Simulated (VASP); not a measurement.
# BaTiO3 (Cm) in VASP: single point with r2SCAN

Aim: the single point of BaTiO3 with r2SCAN.

All numbers are computed with VASP 6.6.1; they aren't measurements. Logs are shortened: lines on timing, memory, paths and dates and some standing lists are left out, and cuts for length are marked.

## 1. The cell of the first run

The structure is monoclinic, space group Cm (No. 8). Conventional cell: a = 5.701 Å, b = 5.680 Å, c = 12.210 Å, α = 90.00°, β = 98.66°, γ = 90.00°. Ba (site symmetry m) has 12 O at 2.78 to 2.93 Å and 8 Ti at 3.40 to 3.59 Å within 3.7 Å. Within 3.0 Å of Ba (site symmetry m) lie 1 Ti at 2.15 Å and 10 O at 2.52 to 2.93 Å. Within 3.7 Å of Ba (site symmetry m) lie 12 O at 2.78 to 2.93 Å and 8 Ti at 3.40 to 3.59 Å. Ti (site symmetry m) has 5 O at 1.87 to 2.16 Å and 1 Ba at 2.15 Å within 2.5 Å. Ti (site symmetry m) has 6 O at 1.87 to 2.16 Å within 2.5 Å. Ti (site symmetry m) has 6 O at 1.87 to 2.16 Å within 2.5 Å. O (site symmetry 1) has 2 Ti at 1.87 to 2.16 Å and 1 O at 2.49 Å and 1 Ba at 2.52 Å within 2.6 Å. O (site symmetry 1) has 2 Ti at 1.87 to 2.16 Å within 2.5 Å.

## 2. Single point, r2SCAN (the part above a cut slid along it)

File POSCAR:

```
BaTiO3
1.0
    2.8400536680     -1.6397057497     -2.3314328258
    0.0000000000      3.2794114995     -2.3314328258
    9.4667508916      5.4656311756      5.4401653558
Ba Ti O
3 3 9
Direct
    0.7467304929      0.7467304929      0.7515283674
    0.9689304929      0.9689304929      0.0848617007
    0.8578304929      0.8578304929      0.4181950341
    0.1762220345      0.1762220345      0.9226826165
    0.3984220345      0.3984220345      0.2560159498
    0.2873220345      0.2873220345      0.5893492831
    0.2056597364     -0.2847463535      0.9138512176
    0.4278597364     -0.0625463535      0.2471845509
    0.3167597364     -0.1736463535      0.5805178843
   -0.2847463535      0.2056597364      0.9138512176
   -0.0625463535      0.4278597364      0.2471845509
   -0.1736463535      0.3167597364      0.5805178843
    0.4844756198      0.4844756198      0.0773199142
    0.3733756198      0.3733756198      0.4106532476
    0.2622756198      0.2622756198      0.7439865809
```

File INCAR.step1:

```
SYSTEM = BaTiO3
PREC     = Accurate       ! precision mode
ENCUT    = 520            ! plane-wave cutoff, eV
ISMEAR   = 0              ! smearing method
SIGMA    = 0.05           ! smearing width, eV
LREAL    = Auto         
LASPH    = .TRUE.         ! aspherical terms in the spheres
NELM     = 60             ! most SCF steps
NBANDS   = 73             ! bands
GGA      = PE             ! functional
ALGO     = Normal         ! electronic algorithm
EDIFF    = 1E-4           ! SCF threshold, eV
LWAVE    = .TRUE.         ! write WAVECAR
LCHARG   = .FALSE.        ! write CHGCAR
```

File INCAR.step2:

```
SYSTEM = BaTiO3
PREC     = Accurate       ! precision mode
ENCUT    = 520            ! plane-wave cutoff, eV
EDIFF    = 1E-6           ! SCF threshold, eV
ISMEAR   = 0              ! smearing method
SIGMA    = 0.05           ! smearing width, eV
LREAL    = Auto         
LASPH    = .TRUE.         ! aspherical terms in the spheres
NELM     = 60             ! most SCF steps
ALGO     = Normal         ! electronic algorithm
ISIF     = 2              ! what is computed and relaxed
LWAVE    = .FALSE.        ! write WAVECAR
LCHARG   = .TRUE.         ! write CHGCAR
METAGGA  = R2SCAN         ! meta-GGA
LMIXTAU  = .TRUE.       
LELF     = .TRUE.         ! ELF
LVHAR    = .TRUE.       
NBANDS   = 73             ! bands
ISTART   = 1
```

File KPOINTS:

```
regular mesh
0
G
  6 6 2
  0 0 0
```

Potentials or basis: VASP PAW PBE potentials, release 64 (Ba_sv, Ti_sv, O).

Started as:

```sh
$ cat potpaw_PBE.64/Ba_sv/POTCAR potpaw_PBE.64/Ti_sv/POTCAR potpaw_PBE.64/O/POTCAR > POTCAR
$ cp INCAR.step1 INCAR
$ mpirun -np 1 vasp_std > vasp.out
$ cp INCAR.step2 INCAR
$ mpirun -np 1 vasp_std > vasp.out
```

OUTCAR:

```text
SYSTEM = BaTiO3
   PREC = Accurate
   ENCUT = 520
   EDIFF = 1E-6
   ISMEAR = 0
   LREAL = Auto
   LASPH = .TRUE.
   NELM = 60
   ISIF = 2
   METAGGA = R2SCAN
   ISTART = 1

 ion  position               nearest neighbor table
   1  0.747  0.747  0.752-  15 2.78   7 2.78  10 2.78   9 2.84  12 2.84  15 2.84  15 2.84   7 2.84
                            10 2.84   9 2.93  12 2.93  15 2.93   6 3.40   6 3.45   6 3.45   4 3.45
   2  0.969  0.969  0.085-   4 2.15   7 2.52  10 2.52  13 2.78   8 2.78  11 2.78  13 2.84  13 2.84
                             8 2.84  11 2.84  13 2.93   5 3.45   5 3.51   5 3.51   5 3.59   3 4.02
   3  0.858  0.858  0.418-  14 2.78   9 2.78  12 2.78  14 2.84  14 2.84   9 2.84  12 2.84   8 2.84
                            11 2.84  14 2.93   8 2.93  11 2.93   5 3.40   6 3.45   5 3.45   5 3.45
   4  0.176  0.176  0.923-  10 1.87   7 1.87   2 2.15  10 2.16   7 2.16  15 2.16   1 3.45   1 3.51
                             1 3.51   1 3.59
   5  0.398  0.398  0.256-  11 1.87   8 1.87  14 1.87  11 2.16   8 2.16  13 2.16   3 3.40   3 3.45
                             3 3.45   2 3.45   3 3.51   2 3.51   2 3.51   2 3.59
   6  0.287  0.287  0.589-  12 1.87   9 1.87  15 1.87  14 2.16  12 2.16   9 2.16   1 3.40   3 3.45
                             1 3.45   1 3.45   3 3.51   3 3.51   1 3.51   3 3.59
   7  0.206  0.715  0.914-   4 1.87   4 2.16   2 2.52   1 2.78   1 2.84
   8  0.428  0.937  0.247-   5 1.87   5 2.16   2 2.78   2 2.84   3 2.84   3 2.93
   9  0.317  0.826  0.581-   6 1.87   6 2.16   3 2.78   1 2.84   3 2.84   1 2.93
  10  0.715  0.206  0.914-   4 1.87   4 2.16   2 2.52   1 2.78   1 2.84
  11  0.937  0.428  0.247-   5 1.87   5 2.16   2 2.78   2 2.84   3 2.84   3 2.93
  12  0.826  0.317  0.581-   6 1.87   6 2.16   3 2.78   1 2.84   3 2.84   1 2.93
  13  0.484  0.484  0.077-   5 2.16   2 2.78   2 2.84   2 2.84   2 2.93
  14  0.373  0.373  0.411-   5 1.87   6 2.16   3 2.78   3 2.84   3 2.84   3 2.93
  15  0.262  0.262  0.744-   6 1.87   4 2.16   1 2.78   1 2.84   1 2.84   1 2.93

  LATTYP: Found a base centered monoclinic cell.
 ALAT       =     5.7006013602
 B/A-ratio  =     0.9964049364
 C/A-ratio  =     2.1419065571
 COS(beta)  =    -0.1505827577

  Lattice vectors:

 A1 = (  -2.8400536680,   1.6397057497,   2.3314328258)
 A2 = (   0.0000000000,  -3.2794114995,   2.3314328258)
 A3 = (   9.4667508916,   5.4656311756,   5.4401653558)

Analysis of symmetry for initial positions (statically):
=====================================================================
 Subroutine PRICEL returns:
 Original cell was already a primitive cell.

 Routine SETGRP: Setting up the symmetry group for a
 base centered monoclinic supercell.

 Subroutine GETGRP returns: Found  2 space group operations
 (whereof  2 operations were pure point group operations)
 out of a pool of  4 trial point group operations.

The static configuration has the point symmetry C_1h.

Analysis of symmetry for dynamics (positions and initial velocities):
=====================================================================
 Subroutine PRICEL returns:
 Original cell was already a primitive cell.

 Routine SETGRP: Setting up the symmetry group for a
 base centered monoclinic supercell.

 Subroutine GETGRP returns: Found  2 space group operations
 (whereof  2 operations were pure point group operations)
 out of a pool of  4 trial point group operations.

The dynamic configuration has the point symmetry C_1h.

 Subroutine INISYM returns: Found  2 space group operations
 (whereof  2 operations are pure point group operations),
 and found     1 'primitive' translations

----------------------------------------------------------------------------------------

                                     Primitive cell

  volume of cell :     195.4285

  direct lattice vectors                    reciprocal lattice vectors
     2.840053668 -1.639705750 -2.331432826     0.156493522 -0.112936930 -0.158857962
     0.000000000  3.279411500 -2.331432826    -0.019559490  0.191995830 -0.158857962
     9.466750892  5.465631176  5.440165356     0.058684337  0.033881418  0.047657865

  length of vectors
     4.023694671  4.023694671 12.210155433     0.249961646  0.249961646  0.082843672

  position of ions in fractional coordinates (direct lattice)
     0.746730493  0.746730493  0.751528367
     0.968930493  0.968930493  0.084861701
     0.857830493  0.857830493  0.418195034
     0.176222035  0.176222035  0.922682616
[... 31 lines left out ...]

 KPOINTS: regular mesh

Automatic generation of k-mesh.
 Grid dimensions read from file:
 generate k-points for:    6    6    2

 Generating k-lattice:

  Cartesian coordinates                     Fractional coordinates (reciprocal lattice)
     0.026082254 -0.018822822 -0.026476327     0.166666667  0.000000000  0.000000000
    -0.003259915  0.031999305 -0.026476327     0.000000000  0.166666667 -0.000000000
     0.029342169  0.016940709  0.023828933    -0.000000000  0.000000000  0.500000000

  Length of vectors
     0.041660274  0.041660274  0.041421836

  Shift w.r.t. Gamma in fractional coordinates (k-lattice)
     0.000000000  0.000000000  0.000000000

 Subroutine IBZKPT returns following result:
 ===========================================

 Found     26 irreducible k-points:

 Following reciprocal coordinates:
            Coordinates               Weight
  0.000000  0.000000  0.000000      1.000000
  0.166667  0.000000 -0.000000      4.000000
  0.333333 -0.000000 -0.000000      4.000000
  0.500000  0.000000  0.000000      2.000000
  0.166667  0.166667  0.000000      2.000000
  0.333333  0.166667 -0.000000      4.000000
[... 16 lines left out ...]
  0.333333  0.333333  0.500000      2.000000
  0.500000  0.333333  0.500000      4.000000
 [... further k-points ...]
   k-points           NKPTS =     26   k-points in BZ     NKDIM =     26   number of bands    NBANDS=     73
   number of dos      NEDOS =    301   number of ions     NIONS =     15
   total plane-waves  NPLWV =  86400
   dimension x,y,z NGX =    30 NGY =   30 NGZ =   96
   dimension x,y,z NGXF=    60 NGYF=   60 NGZF=  192
   ions per type =               3   3   9
   NGX,Y,Z   is equivalent  to a cutoff of  12.40, 12.40, 13.07 a.u.
   NGXF,Y,Z  is equivalent  to a cutoff of  24.79, 24.79, 26.14 a.u.
 SYSTEM =  BaTiO3
   PREC   = accura    normal or accurate (medium, high low for compatibility)
   ISTART =      1    job   : 0-new  1-cont  2-samecut
   ICHARG =      0    charge: 1-file 2-atom 10-const
   ISPIN  =      1    spin polarized calculation?
   LNONCOLLINEAR =      F non collinear calculations
   LSORBIT =      F    spin-orbit coupling
   LASPH  =      T    aspherical Exc in radial PAW
   ENCUT  =  520.0 eV  38.22 Ry    6.18 a.u.   7.48  7.48 22.70*2*pi/ulx,y,z
   NELM   =     60;   NELMIN=  2; NELMDL=  0     # of ELM steps
   EDIFF  = 0.1E-05   stopping-criterion for ELM
   LREAL  =      T    real-space projection
   EDIFFG = 0.1E-04   stopping-criterion for IOM
   NSW    =      0    number of steps for IOM
   IBRION =     -1    ionic relax: 0-MD 1-quasi-New 2-CG
   NFREE  =      0    steps in history (QN), initial steepest desc. (CG)
   ISIF   =      2    stress and relaxation
   ISYM   =      2    0-nonsym 1-usesym 2-fastsym
   POTIM  = 0.5000    time-step for ionic-motion
   TEBEG  =    0.0;   TEEND  =   0.0 temperature during run
   PSTRESS=    0.0 pullay stress
   NELECT =     120.0000    total number of electrons
   NUPDOWN=      -1.0000    fix difference up-down
   EMIN   =  10.00;   EMAX   =-10.00  energy-range for DOS
   EFERMI =   0.00;   METHOD = LEGACY
   ISMEAR =     0;   SIGMA  =   0.05  broadening in eV -4-tet -1-fermi 0-gaus
   EFERMI_NEDOS =   21; number of points for ismear=-14 and -15
   IALGO  =     38    algorithm
   IMIX   =      4    mixing-type and parameters
     AMIX     =   0.40;   BMIX     =  1.00
     AMIX_MAG =   1.60;   BMIX_MAG =  1.00
  volume/ion in A,a.u.               =      13.03        87.92
  Fermi-wavevector in a.u.,A,eV,Ry     =   1.391466  2.629490 26.343298  1.936178
  Thomas-Fermi vector in A             =   2.515302
   LORBIT       =      0    0 simple, 1 ext, 2 COOP (PROOUT), +10 PAW based schemes
   METAGGA = R2SCAN    functional components
   LHFCALC =     F    Hartree Fock is set to
   AEXX    =    0.0000 exact exchange contribution
   IVDW    =     0    specifies the selected vdW correction
   LEPSILON=     F    determine dielectric tensor
   LRPA    =     F    only Hartree local field effects (RPA)
 non-spin polarized calculation
 Gauss-broadening in eV      SIGMA  =   0.05
  energy-cutoff  :      520.00
  volume of cell :      195.43
 maximum number of plane-waves:      5295
 NGX is ok and might be reduce to    30
   NGX = 15   NGY = 15   NGZ = 45

 number of electron     119.9999999 magnetization

 Free energy of the ion-electron system (eV)
  ---------------------------------------------------
  ext. energy  EPLUGINS =         0.00000000
  ---------------------------------------------------
  free energy    TOTEN  =      -214.52068921 eV

  energy without entropy =     -214.52068921  energy(sigma->0) =     -214.52068921

 E-fermi :   4.2947     XC(G=0): -11.7981

 val. band max:        4.0823679166   @ k =   0.5000   0.5000   0.5000
 cond. band min:       4.6862087964   @ k =   0.0000   0.0000   0.0000
 fundamental gap:      0.6038408798
 Fermi energy:         4.2947272807

 k-point     1 :       0.0000    0.0000    0.0000
  band No.  band energies     occupation
      1     -56.0577      2.00000
      2     -55.3368      2.00000
      3     -54.7669      2.00000
      4     -32.0225      2.00000
      5     -31.1113      2.00000
      6     -31.0483      2.00000
[... 1789 lines left out ...]
     71       9.6128      0.00000
     72      10.2510      0.00000

 [... further k-points ...]

 [bands above 72 left out]

------------------------ aborting loop because EDIFF is reached ----------------------------------------

  FORCE on cell =-STRESS in cart. coord.  units (eV):
  Direction    XX          YY          ZZ          XY          YZ          ZX
  --------------------------------------------------------------------------------------
  -------------------------------------------------------------------------------------
  Total        5.7043833      0.8675523     19.8771343      4.1888185      9.2612727     16.0409243
  in kB       46.7661268      7.1124363    162.9582964     34.3411033     75.9264993    131.5079759
  external PRESSURE =      72.2789532 kB  Pullay stress =       0.0000000 kB

 VOLUME and BASIS-vectors are now :
 -----------------------------------------------------------------------------
  energy-cutoff  :      520.00
  volume of cell :      195.43
      direct lattice vectors                 reciprocal lattice vectors
     2.840053668 -1.639705750 -2.331432826     0.156493522 -0.112936930 -0.158857962
     0.000000000  3.279411500 -2.331432826    -0.019559490  0.191995830 -0.158857962
     9.466750892  5.465631176  5.440165356     0.058684337  0.033881418  0.047657865

 POSITION                                       TOTAL-FORCE (eV/Angst)
 -----------------------------------------------------------------------------------
      9.23529      5.33200      0.60653         0.100644      0.058107      0.082996
      3.55518      2.05258     -4.05633         7.174392      4.142137     12.658088
      6.39523      3.69229     -1.72490        -0.159221     -0.091926     -0.139385
      9.23529      5.33200      4.19785        -6.995665     -4.038949    -12.352306
      3.55518      2.05258     -0.46502        -1.143885     -0.660422     -1.244084
      6.39523      3.69229      1.86641        -0.621839     -0.359019     -0.619008
      9.23529      7.00316      2.82445        -1.019744      0.354563     -0.968209
      3.55518      3.72375     -1.83841         0.164410     -0.290321      0.159719
      6.39523      5.36346      0.49302         0.148449      0.043920      0.173386
     10.68256      4.49641      2.82445        -0.202811     -1.060406     -0.968209
      5.00245      1.21700     -1.83841        -0.169221      0.287544      0.159719
      7.84251      2.85671      0.49302         0.112260      0.106600      0.173386
      2.10791      1.21700     -1.83841         1.138569      0.657353      1.771341
      4.94796      2.85671      0.49302         0.742363      0.428604      0.562671
      7.78801      4.49641      2.82445         0.731301      0.422217      0.549894
 -----------------------------------------------------------------------------------
    total drift:                                0.028324      0.016353      0.014706

  FREE ENERGIE OF THE ION-ELECTRON SYSTEM (eV)
  ---------------------------------------------------
  free  energy   TOTEN  =      -214.5206892091 eV

  energy  without entropy=     -214.5206892091  energy(sigma->0) =     -214.52068921
```

It took 23 min on 1 thread of Intel Xeon 6975P-C (Granite Rapids), shared host; peak memory 0.44 GiB.

Results:

```yaml
Free_energy: -214.5207 eV
Pressure: 7.2 GPa
Largest_force: 15.128 eV/Å
Band_gap_on_the_k_mesh: 0.60 eV (least direct gap 0.87 eV)
```

Forces in eV/Å, atoms in the order of the input:
```
Ba    0.101   0.058   0.083
Ba    7.174   4.142  12.658
Ba   -0.159  -0.092  -0.139
Ti   -6.996  -4.039 -12.352
Ti   -1.144  -0.660  -1.244
Ti   -0.622  -0.359  -0.619
O    -1.020   0.355  -0.968
O     0.164  -0.290   0.160
O     0.148   0.044   0.173
O    -0.203  -1.060  -0.968
O    -0.169   0.288   0.160
O     0.112   0.107   0.173
O     1.139   0.657   1.771
O     0.742   0.429   0.563
O     0.731   0.422   0.550
```

Levels at points of the mesh, in eV from the valence-band top:
```
           k point  band 57  band 58  band 59  band 60  band 61  band 62  band 63  band 64
(0.00, 0.00, 0.00)    -1.36    -0.68    -0.34    -0.27     0.60     0.72     1.87     2.06
(0.50, 0.00, 0.00)    -1.40    -0.91    -0.58    -0.30     1.20     2.00     2.53     2.79
(0.50, 0.50, 0.00)    -0.61    -0.61    -0.34    -0.02     1.92     2.15     3.02     3.40
(0.00, 0.00, 0.50)    -1.33    -0.62    -0.38    -0.30     0.64     0.67     1.82     2.06
(0.50, 0.00, 0.50)    -1.37    -0.96    -0.57    -0.29     1.17     2.00     2.56     2.77
(0.50, 0.50, 0.50)    -0.61    -0.57    -0.36     0.00     1.92     2.15     3.07     3.39
```

Caveat: the cell differs from its parent crystal (the part above a cut slid along it); the stress differs along the axes, from 1 to 16 GPa; semilocal functionals underestimate gaps, and a narrow one can read as zero; the PAW data sets were made with another functional, which shifts forces and pressure a little; spin-orbit coupling is left out, which moves the levels of the heavy elements. A k mesh can miss the band edges.
